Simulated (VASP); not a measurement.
Crystal: SiC.

```xyz
12
Lattice="3.0950 0.0000 0.0000 -1.5475 2.6803 0.0000 0.0000 0.0000 15.1864" Properties=species:S:1:pos:R:3 pbc="T T T"
Si    0.0000    0.0000    1.8989
Si    0.0000    0.0000    9.4921
Si    0.0000    1.7869    4.4317
Si    1.5475    0.8934   12.0249
Si    0.0000    1.7869   14.5533
Si    1.5475    0.8934    6.9601
C     0.0000    0.0000   -0.0047
C     0.0000    0.0000    7.5885
C     0.0000    1.7869    2.5335
C     1.5475    0.8934   10.1268
C     0.0000    1.7869   12.6551
C     1.5475    0.8934    5.0619
```

| Quantity | Value |
| --- | --- |
| Program | VASP 6.6.1 |
| Task | relaxation of cell and atoms |
| Functional | LDA |
| Potentials or basis | VASP PAW LDA potentials, release 64 (Si, C) |
| Cutoff | 600 eV |
| k mesh | 12 × 12 × 2 |
| Occupations | fermi-dirac, width 0.02 eV |
| Spin | no spin polarisation |

At the start: pressure -7.3 GPa; volume 10.50 Å³/atom.

Problem. How do energy, volume and symmetry change on relaxing?

Solution. Over 6 steps the energy falls by 8.1 meV/atom and the volume is 10.15 Å³/atom (-3.3 %); space group P6_3mc (No. 186, to 0.1 Å) before and after.

Step by step:
```tsv
step	energy change (eV)	largest force (eV/Å)	pressure (GPa)	volume (Å³)
1	0.0000	0.0115	-7.26	125.98
2	0.0165	0.0347	8.79	117.50
3	-0.0978	0.0091	-0.06	121.81
4	-0.0978	0.0096	0.10	121.73
5	-0.0978	0.0098	-0.09	121.83
6	-0.0978	0.0014	0.00	121.78
```

Final structure:
```
Si C
1.0
     3.06022    0.00000    0.00000
    -1.53011    2.65023    0.00000
     0.00000    0.00000   15.01586
Si C
6 6
Direct
  0.00000 0.00000 0.12504
  0.00000 0.00000 0.62504
  0.33333 0.66667 0.29182
  0.66667 0.33333 0.79182
  0.33333 0.66667 0.95830
  0.66667 0.33333 0.45830
  0.00000 0.00000 0.99969
  0.00000 0.00000 0.49969
  0.33333 0.66667 0.16683
  0.66667 0.33333 0.66683
  0.33333 0.66667 0.83332
  0.66667 0.33333 0.33332
```
